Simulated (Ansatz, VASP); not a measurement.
**One calculation of Mg, two programs**

The input INCAR:

```
PREC = Accurate
ENCUT = 520
EDIFF = 1E-8
ISMEAR = -1
SIGMA = 0.03
LREAL = F
LASPH = T
NELM = 100
ALGO = Normal
ISIF = 2
LWAVE = F
LCHARG = F
LEFG = T
NBANDS = 7
```

File KPOINTS:

```
regular mesh
0
Gamma
  19 19 19
```

POSCAR

```
Mg
1.0
   -1.4617350000      1.4617350000      1.4765000000
    1.4617350000     -1.4617350000      1.4765000000
    1.4617350000      1.4617350000     -1.4765000000
Mg
1
Direct
    0.0000000000      0.0000000000      0.0000000000
```

Input for Ansatz:

```yaml
crystal:
  lattice:
    - [-1.461735, 1.461735, 1.4765]
    - [1.461735, -1.461735, 1.4765]
    - [1.461735, 1.461735, -1.4765]
  atoms:
    - { symbol: Mg, position: [0.0, 0.0, 0.0] }
kpoints:
  mp_grid: { grid: [19, 19, 19] }
scf:
  occupations: { method: fermi_dirac, width: 0.03 }
hamiltonian:
  xc: lda
  pseudopotentials: { kind: all_electron, datasets: crystal }
output:
  forces: true
  stress: true
  eigenvalues: true
  efg: { contact_densities: true }
```

Change from the starting cell: equal xx and yy strain of -1 %, crystal datasets.

Alike in both runs: task electric field gradients; functional LDA; k mesh 19 × 19 × 19; occupations fermi-dirac, width 0.03 eV; no spin polarisation.

|  | VASP | Ansatz |
| --- | --- | --- |
| version | VASP 6.6.1 | Ansatz 0.2.0 |
| potentials or method | VASP PAW LDA potentials, release 64 (Mg), cutoff 520 eV | all-electron PAW with datasets made for the crystal, scalar-relativistic |

|  | VASP | Ansatz | Ansatz less VASP |
| --- | --- | --- | --- |
| pressure (GPa) | 60.5 | 60.0 | -0.45 |
| size of Vzz on the site where it differs most (V/Å²) | 0.1 | 0.1 | +0.02 |

LDA's correlation is that of Perdew and Zunger in VASP and of Perdew and Wang (1992) in Ansatz. Both programs put the cell under a high pressure, so it lies far from rest at this level. Ansatz ran all-electron here, and VASP with PAW potentials.

Noted on VASP's run: the cell as given lies far from equilibrium.
